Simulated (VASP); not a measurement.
# C (P6_3/mmc) in VASP: a series of runs, part 2 of 3

VASP 6.6.1.

### Step 4. Single point, LDA

The COD entry that gives the cell may itself be a prediction, so a difference from it is no test against experiment.

Input file INCAR:

```
SYSTEM = C
  PREC = Accurate
  ENCUT = 520
  EDIFF = 1E-6
  ISMEAR = 0
  SIGMA = 0.05
  LREAL = .FALSE.
  LASPH = .TRUE.
  NELM = 80
  ALGO = Normal
  ISIF = 2
  LWAVE = .FALSE.
  LCHARG = .FALSE.
  GGA = CA
  NBANDS = 26
```

Input file KPOINTS:

```
regular mesh
0
G
  12 12 4
  0 0 0
```

Input file POSCAR:

```
C
1.0
    2.5180184915      0.0000000000      0.0000000000
   -1.2590092457      2.1806679808      0.0000000000
    0.0000000000      0.0000000000      8.3045881819
C
8
Direct
    0.0000000000      0.0000000000      0.0929681641
    0.0000000000      0.0000000000      0.5929681641
    0.0000000000      0.0000000000      0.4070318359
    0.0000000000      0.0000000000      0.9070318359
    0.3333333333      0.6666666667      0.1555285626
    0.6666666667      0.3333333333      0.6555285626
    0.3333333333      0.6666666667      0.3444714374
    0.6666666667      0.3333333333      0.8444714374
```

Potentials or basis: VASP PAW LDA potentials, release 64 (C).

On the command line:

```bash
$ cat potpaw_LDA.64/C/POTCAR > POTCAR
$ mpirun -np 1 vasp_std > vasp.out
```

OUTCAR:

```text
SYSTEM = C
   PREC = Accurate
   ENCUT = 520
   EDIFF = 1E-6
   ISMEAR = 0
   LREAL = .FALSE.
   LASPH = .TRUE.
   NELM = 80
   ISIF = 2
   GGA = CA

 ion  position               nearest neighbor table
   1  0.000  0.000  0.093-   5 1.54   5 1.54   5 1.54   4 1.54
   2  0.000  0.000  0.593-   6 1.54   6 1.54   6 1.54   3 1.54
   3  0.000  0.000  0.407-   7 1.54   7 1.54   7 1.54   2 1.54
   4  0.000  0.000  0.907-   8 1.54   8 1.54   8 1.54   1 1.54
   5  0.333  0.667  0.156-   1 1.54   1 1.54   1 1.54   7 1.57
   6  0.667  0.333  0.656-   2 1.54   2 1.54   2 1.54   8 1.57
   7  0.333  0.667  0.344-   3 1.54   3 1.54   3 1.54   5 1.57
   8  0.667  0.333  0.844-   4 1.54   4 1.54   4 1.54   6 1.57

  LATTYP: Found a hexagonal cell.
 ALAT       =     2.5180184915
 C/A-ratio  =     3.2980648116

  Lattice vectors:

 A1 = (   2.5180184915,   0.0000000000,   0.0000000000)
 A2 = (  -1.2590092457,   2.1806679808,   0.0000000000)
 A3 = (   0.0000000000,   0.0000000000,   8.3045881819)

Analysis of symmetry for initial positions (statically):
=====================================================================
 Subroutine PRICEL returns:
 Original cell was already a primitive cell.

 Routine SETGRP: Setting up the symmetry group for a
 hexagonal supercell.

 Subroutine GETGRP returns: Found 24 space group operations
 (whereof 12 operations were pure point group operations)
 out of a pool of 24 trial point group operations.

The static configuration has the point symmetry D_3d.
 The point group associated with its full space group is D_6h.

Analysis of symmetry for dynamics (positions and initial velocities):
=====================================================================
 Subroutine PRICEL returns:
 Original cell was already a primitive cell.

 Routine SETGRP: Setting up the symmetry group for a
 hexagonal supercell.

 Subroutine GETGRP returns: Found 24 space group operations
[... 141 lines left out ...]
   GGA     = CA    functional components
   LHFCALC =     F    Hartree Fock is set to
   AEXX    =    0.0000 exact exchange contribution
   IVDW    =     0    specifies the selected vdW correction
   LEPSILON=     F    determine dielectric tensor
   LRPA    =     F    only Hartree local field effects (RPA)
 non-spin polarized calculation
 Gauss-broadening in eV      SIGMA  =   0.05
  energy-cutoff  :      520.00
  volume of cell :       45.60
 maximum number of plane-waves:      1243
 NGX is ok and might be reduce to    20
   NGX =  9   NGY =  9   NGZ = 31

 number of electron      31.9999994 magnetization

 Free energy of the ion-electron system (eV)
  ---------------------------------------------------
  ext. energy  EPLUGINS =         0.00000000
  ---------------------------------------------------
  free energy    TOTEN  =       -80.85484997 eV

  energy without entropy =      -80.85484997  energy(sigma->0) =      -80.85484997

 E-fermi :  10.0616     XC(G=0): -13.4733

 val. band max:        9.7801720733   @ k =   0.0000   0.0000   0.0000
 cond. band min:      14.2751145833   @ k =   0.4167  -0.0000   0.0000
 fundamental gap:      4.4949425100
 Fermi energy:        10.0615920969

 k-point     1 :       0.0000    0.0000    0.0000
  band No.  band energies     occupation
      1     -11.6147      2.00000
      2      -9.9784      2.00000
      3      -9.8744      2.00000
      4      -5.9077      2.00000
      5      -3.6648      2.00000
      6       3.0139      2.00000
[... 685 lines left out ...]
     25      20.1562      0.00000
     26      21.8533      0.00000

 [... further k-points ...]

------------------------ aborting loop because EDIFF is reached ----------------------------------------

  FORCE on cell =-STRESS in cart. coord.  units (eV):
  Direction    XX          YY          ZZ          XY          YZ          ZX
  --------------------------------------------------------------------------------------
  -------------------------------------------------------------------------------------
  Total       -3.8029946     -3.8029946     -3.7192427     -0.0000000     -0.0000000     -0.0000000
  in kB     -133.6194656   -133.6194656   -130.6768150     -0.0000000     -0.0000000     -0.0000000
  external PRESSURE =    -132.6385821 kB  Pullay stress =       0.0000000 kB

 VOLUME and BASIS-vectors are now :
 -----------------------------------------------------------------------------
  energy-cutoff  :      520.00
  volume of cell :       45.60
      direct lattice vectors                 reciprocal lattice vectors
     2.518018491  0.000000000  0.000000000     0.397137671  0.229287541  0.000000000
    -1.259009246  2.180667981  0.000000000     0.000000000  0.458575083  0.000000000
     0.000000000  0.000000000  8.304588182     0.000000000  0.000000000  0.120415363

 POSITION                                       TOTAL-FORCE (eV/Angst)
 -----------------------------------------------------------------------------------
      0.00000      0.00000      0.77206         0.000000      0.000000     -0.005775
      0.00000      0.00000      4.92436         0.000000     -0.000000     -0.005775
      0.00000      0.00000      3.38023         0.000000      0.000000      0.005775
      0.00000      0.00000      7.53253         0.000000     -0.000000      0.005775
     -0.00000      1.45378      1.29160         0.000000      0.000000     -0.014463
      1.25901      0.72689      5.44389        -0.000000     -0.000000     -0.014463
     -0.00000      1.45378      2.86069         0.000000      0.000000      0.014463
      1.25901      0.72689      7.01299        -0.000000     -0.000000      0.014463
 -----------------------------------------------------------------------------------
    total drift:                                0.000000     -0.000000      0.000000

  FREE ENERGIE OF THE ION-ELECTRON SYSTEM (eV)
  ---------------------------------------------------
  free  energy   TOTEN  =       -80.8548499696 eV

  energy  without entropy=      -80.8548499696  energy(sigma->0) =      -80.85484997
```

stdout:

```text
POSCAR found type information on POSCAR C
 POSCAR found :  1 types and       8 ions
 scaLAPACK will be used
 LDA part: xc-table for (Slater(with rela. corr.)+CA(PZ))
 , standard interpolation
 POSCAR, INCAR and KPOINTS ok, starting setup
 FFT: planning ... GRIDC
 FFT: planning ... GRID_SOFT
 FFT: planning ... GRID
 WAVECAR not read
 entering main loop
```

Run time: 28 s. Hardware: 1 thread of Intel Xeon 6975P-C (Granite Rapids), shared host; peak memory 0.16 GiB.

Results:

- Free energy: -80.8548 eV
- Pressure: -13.3 GPa
- Largest force: 0.014 eV/Å
- Band gap on the k mesh: 4.49 eV, indirect (least direct gap 5.25 eV)

Forces on the atoms (eV/Å):
```
C    0.000  0.000 -0.006
C    0.000  0.000 -0.006
C    0.000  0.000  0.006
C    0.000  0.000  0.006
C    0.000  0.000 -0.014
C    0.000  0.000 -0.014
C    0.000  0.000  0.014
C    0.000  0.000  0.014
```

A k mesh can miss the band edges. Expect the measured gap to be larger: semilocal functionals such as LDA lack the derivative discontinuity.

### Step 5. Single point, PBE (volume scaled by 0.88, then relaxed in part)

Input file INCAR:

```
SYSTEM = C
PREC = Accurate ; ENCUT = 520
EDIFF = 1E-6 ; ISMEAR = 0
SIGMA = 0.02 ; LREAL = .FALSE.
LASPH = .TRUE. ; NELM = 80
ALGO = Normal ; ISIF = 2
LWAVE = .FALSE. ; LCHARG = .FALSE.
GGA = PE ; NBANDS = 26
```

KPOINTS is that of step 4.

Input file POSCAR:

```
C
1.0
    2.4124841186      0.0000000000      0.0000000000
   -1.2062420593      2.0892725330      0.0000000000
    0.0000000000      0.0000000000      7.9614042385
C
8
Direct
    0.0000000000      0.0000000000      0.0929119244
    0.0000000000      0.0000000000      0.5929119244
    0.0000000000      0.0000000000      0.4070880756
    0.0000000000      0.0000000000      0.9070880756
    0.3333333333      0.6666666667      0.1557243727
    0.6666666667      0.3333333333      0.6557243727
    0.3333333333      0.6666666667      0.3442756273
    0.6666666667      0.3333333333      0.8442756273
```

Potentials or basis: VASP PAW PBE potentials, release 64 (C).

On the command line:

```bash
$ cat potpaw_PBE.64/C/POTCAR > POTCAR
$ mpirun -np 1 vasp_std > vasp.out
```

OUTCAR:

```text
SYSTEM = C
   PREC = Accurate
   ENCUT = 520
   EDIFF = 1E-6
   ISMEAR = 0
   LREAL = .FALSE.
   LASPH = .TRUE.
   NELM = 80
   ISIF = 2
   GGA = PE

 ion  position               nearest neighbor table
   1  0.000  0.000  0.093-   4 1.48   5 1.48   5 1.48   5 1.48
   2  0.000  0.000  0.593-   3 1.48   6 1.48   6 1.48   6 1.48
   3  0.000  0.000  0.407-   2 1.48   7 1.48   7 1.48   7 1.48
   4  0.000  0.000  0.907-   1 1.48   8 1.48   8 1.48   8 1.48
   5  0.333  0.667  0.156-   1 1.48   1 1.48   1 1.48   7 1.50
   6  0.667  0.333  0.656-   2 1.48   2 1.48   2 1.48   8 1.50
   7  0.333  0.667  0.344-   3 1.48   3 1.48   3 1.48   5 1.50
   8  0.667  0.333  0.844-   4 1.48   4 1.48   4 1.48   6 1.50

  LATTYP: Found a hexagonal cell.
 ALAT       =     2.4124841186
 C/A-ratio  =     3.3000856574

  Lattice vectors:

 A1 = (   2.4124841186,   0.0000000000,   0.0000000000)
 A2 = (  -1.2062420593,   2.0892725330,   0.0000000000)
 A3 = (   0.0000000000,   0.0000000000,   7.9614042385)

Analysis of symmetry for initial positions (statically):
=====================================================================
 Subroutine PRICEL returns:
 Original cell was already a primitive cell.

 Routine SETGRP: Setting up the symmetry group for a
 hexagonal supercell.

 Subroutine GETGRP returns: Found 24 space group operations
 (whereof 12 operations were pure point group operations)
 out of a pool of 24 trial point group operations.

The static configuration has the point symmetry D_3d.
 The point group associated with its full space group is D_6h.

Analysis of symmetry for dynamics (positions and initial velocities):
=====================================================================
 Subroutine PRICEL returns:
 Original cell was already a primitive cell.

 Routine SETGRP: Setting up the symmetry group for a
 hexagonal supercell.

 Subroutine GETGRP returns: Found 24 space group operations
 (whereof 12 operations were pure point group operations)
 out of a pool of 24 trial point group operations.

The dynamic configuration has the point symmetry D_3d.
 The point group associated with its full space group is D_6h.

 Subroutine INISYM returns: Found 24 space group operations
 (whereof 12 operations are pure point group operations),
 and found     1 'primitive' translations

----------------------------------------------------------------------------------------

                                     Primitive cell

  volume of cell :      40.1282

  direct lattice vectors                    reciprocal lattice vectors
     2.412484119  0.000000000  0.000000000     0.414510501  0.239317749  0.000000000
    -1.206242059  2.089272533  0.000000000     0.000000000  0.478635498  0.000000000
     0.000000000  0.000000000  7.961404239     0.000000000  0.000000000  0.125605982

  length of vectors
     2.412484119  2.412484119  7.961404239     0.478635498  0.478635498  0.125605982

  position of ions in fractional coordinates (direct lattice)
     0.000000000  0.000000000  0.092911924
     0.000000000  0.000000000  0.592911924
     0.000000000  0.000000000  0.407088076
     0.000000000  0.000000000  0.907088076
     0.333333333  0.666666667  0.155724373
     0.666666667  0.333333333  0.655724373
     0.333333333  0.666666667  0.344275627
     0.666666667  0.333333333  0.844275627
[... 62 lines left out ...]
  0.250000  0.000000  0.250000     12.000000
  0.333333 -0.000000  0.250000     12.000000
 [... further k-points ...]
   k-points           NKPTS =     57   k-points in BZ     NKDIM =     57   number of bands    NBANDS=     26
   number of dos      NEDOS =    301   number of ions     NIONS =      8
   total plane-waves  NPLWV =  19440
   dimension x,y,z NGX =    18 NGY =   18 NGZ =   60
   dimension x,y,z NGXF=    36 NGYF=   36 NGZF=  120
   ions per type =               8
   NGX,Y,Z   is equivalent  to a cutoff of  12.40, 12.40, 12.53 a.u.
   NGXF,Y,Z  is equivalent  to a cutoff of  24.81, 24.81, 25.06 a.u.
 SYSTEM =  C
   PREC   = accura    normal or accurate (medium, high low for compatibility)
   ISTART =      0    job   : 0-new  1-cont  2-samecut
   ICHARG =      2    charge: 1-file 2-atom 10-const
   ISPIN  =      1    spin polarized calculation?
   LNONCOLLINEAR =      F non collinear calculations
   LSORBIT =      F    spin-orbit coupling
   LASPH  =      T    aspherical Exc in radial PAW
   ENCUT  =  520.0 eV  38.22 Ry    6.18 a.u.   4.49  4.49 14.80*2*pi/ulx,y,z
   NELM   =     80;   NELMIN=  2; NELMDL= -5     # of ELM steps
   EDIFF  = 0.1E-05   stopping-criterion for ELM
   LREAL  =      F    real-space projection
   EDIFFG = 0.1E-04   stopping-criterion for IOM
   NSW    =      0    number of steps for IOM
   IBRION =     -1    ionic relax: 0-MD 1-quasi-New 2-CG
   NFREE  =      0    steps in history (QN), initial steepest desc. (CG)
   ISIF   =      2    stress and relaxation
   ISYM   =      2    0-nonsym 1-usesym 2-fastsym
   POTIM  = 0.5000    time-step for ionic-motion
   TEBEG  =    0.0;   TEEND  =   0.0 temperature during run
   PSTRESS=    0.0 pullay stress
   NELECT =      32.0000    total number of electrons
   NUPDOWN=      -1.0000    fix difference up-down
   EMIN   =  10.00;   EMAX   =-10.00  energy-range for DOS
   EFERMI =   0.00;   METHOD = LEGACY
   ISMEAR =     0;   SIGMA  =   0.02  broadening in eV -4-tet -1-fermi 0-gaus
   EFERMI_NEDOS =   21; number of points for ismear=-14 and -15
   IALGO  =     38    algorithm
   IMIX   =      4    mixing-type and parameters
     AMIX     =   0.40;   BMIX     =  1.00
     AMIX_MAG =   1.60;   BMIX_MAG =  1.00
  volume/ion in A,a.u.               =       5.02        33.85
  Fermi-wavevector in a.u.,A,eV,Ry     =   1.518128  2.868846 31.357522  2.304713
  Thomas-Fermi vector in A             =   2.627291
   LORBIT       =      0    0 simple, 1 ext, 2 COOP (PROOUT), +10 PAW based schemes
   GGA     = PE    functional components
   LHFCALC =     F    Hartree Fock is set to
   AEXX    =    0.0000 exact exchange contribution
   IVDW    =     0    specifies the selected vdW correction
   LEPSILON=     F    determine dielectric tensor
   LRPA    =     F    only Hartree local field effects (RPA)
 non-spin polarized calculation
 Gauss-broadening in eV      SIGMA  =   0.02
  energy-cutoff  :      520.00
  volume of cell :       40.13
 maximum number of plane-waves:      1111
 NGX is ok and might be reduce to    18
   NGX =  9   NGY =  9   NGZ = 29

 number of electron      32.0000002 magnetization

 Free energy of the ion-electron system (eV)
  ---------------------------------------------------
  ext. energy  EPLUGINS =         0.00000000
  ---------------------------------------------------
  free energy    TOTEN  =       -71.54710829 eV

  energy without entropy =      -71.54710829  energy(sigma->0) =      -71.54710829

 E-fermi :  11.9709     XC(G=0): -13.8748

 val. band max:       11.7710225208   @ k =   0.0000   0.0000   0.0000
 cond. band min:      16.6003764871   @ k =   0.4167   0.0000   0.0000
 fundamental gap:      4.8293539662
 Fermi energy:        11.9709054134

 k-point     1 :       0.0000    0.0000    0.0000
  band No.  band energies     occupation
      1     -11.6244      2.00000
      2      -9.8297      2.00000
      3      -9.7351      2.00000
      4      -5.2235      2.00000
      5      -3.2560      2.00000
      6       4.2371      2.00000
[... 685 lines left out ...]
     25      23.1371      0.00000
     26      25.2895      0.00000

 [... further k-points ...]

------------------------ aborting loop because EDIFF is reached ----------------------------------------

  FORCE on cell =-STRESS in cart. coord.  units (eV):
  Direction    XX          YY          ZZ          XY          YZ          ZX
  --------------------------------------------------------------------------------------
  -------------------------------------------------------------------------------------
  Total       17.8442191     17.8442191     17.8432594      0.0000000      0.0000000      0.0000000
  in kB      712.4573905    712.4573905    712.4190748      0.0000000      0.0000000      0.0000000
  external PRESSURE =     712.4446186 kB  Pullay stress =       0.0000000 kB

 VOLUME and BASIS-vectors are now :
 -----------------------------------------------------------------------------
  energy-cutoff  :      520.00
  volume of cell :       40.13
      direct lattice vectors                 reciprocal lattice vectors
     2.412484119  0.000000000  0.000000000     0.414510501  0.239317749  0.000000000
    -1.206242059  2.089272533  0.000000000     0.000000000  0.478635498  0.000000000
     0.000000000  0.000000000  7.961404239     0.000000000  0.000000000  0.125605982

 POSITION                                       TOTAL-FORCE (eV/Angst)
 -----------------------------------------------------------------------------------
      0.00000      0.00000      0.73971         0.000000     -0.000000     -0.001596
      0.00000      0.00000      4.72041         0.000000      0.000000     -0.001596
      0.00000      0.00000      3.24099        -0.000000     -0.000000      0.001596
      0.00000      0.00000      7.22169         0.000000      0.000000      0.001596
     -0.00000      1.39285      1.23978        -0.000000     -0.000000      0.004203
      1.20624      0.69642      5.22049        -0.000000      0.000000      0.004203
     -0.00000      1.39285      2.74092        -0.000000     -0.000000     -0.004203
      1.20624      0.69642      6.72162        -0.000000      0.000000     -0.004203
 -----------------------------------------------------------------------------------
    total drift:                                0.000000     -0.000000      0.000000

  FREE ENERGIE OF THE ION-ELECTRON SYSTEM (eV)
  ---------------------------------------------------
  free  energy   TOTEN  =       -71.5471082923 eV

  energy  without entropy=      -71.5471082923  energy(sigma->0) =      -71.54710829
```

Run time: 20 s. Hardware: 1 thread of Intel Xeon 6975P-C (Granite Rapids), shared host; peak memory 0.16 GiB.

What came out:

```yaml
Free_energy: -71.5471 eV
Pressure: 71.2 GPa
Largest_force: 0.004 eV/Å
Band_gap_on_the_k_mesh: 4.83 eV, indirect (least direct gap 5.55 eV)
```

Forces on the atoms (eV/Å):
```
C    0.000  0.000 -0.002
C    0.000  0.000 -0.002
C    0.000  0.000  0.002
C    0.000  0.000  0.002
C    0.000  0.000  0.004
C    0.000  0.000  0.004
C    0.000  0.000 -0.004
C    0.000  0.000 -0.004
```

[end of part 2 of 3]
